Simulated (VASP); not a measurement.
Runs of VASP 6.6.1 on ZrC. The structure is that of space group Pm-3m (No. 221), or close to it. The cells are those of the table. 

```csv
cell,gap on the mesh (eV),pressure (GPa)
"a = 2.924 Å, 2 atoms",none,(a)
"a = 2.868 Å, 2 atoms",none,11.6
"a = 2.762 Å, 2 atoms",none,45.0
"a = 2.919 Å, 2 atoms",none,0.2
```

Alike in all rows: task single point; level PBE; potentials or basis VASP PAW PBE potentials, release 64 (Zr_sv, C); no spin polarisation; k mesh 8 × 8 × 8; cutoff (eV) 600; smearing gaussian 0.05 eV.

Problem. Fill in the values left out.

Solution. (a) -0.7.

A k mesh can miss the band edges, and the runs leave out spin-orbit coupling on Zr.

A gap of «none» marks levels without a gap at the run's occupations.
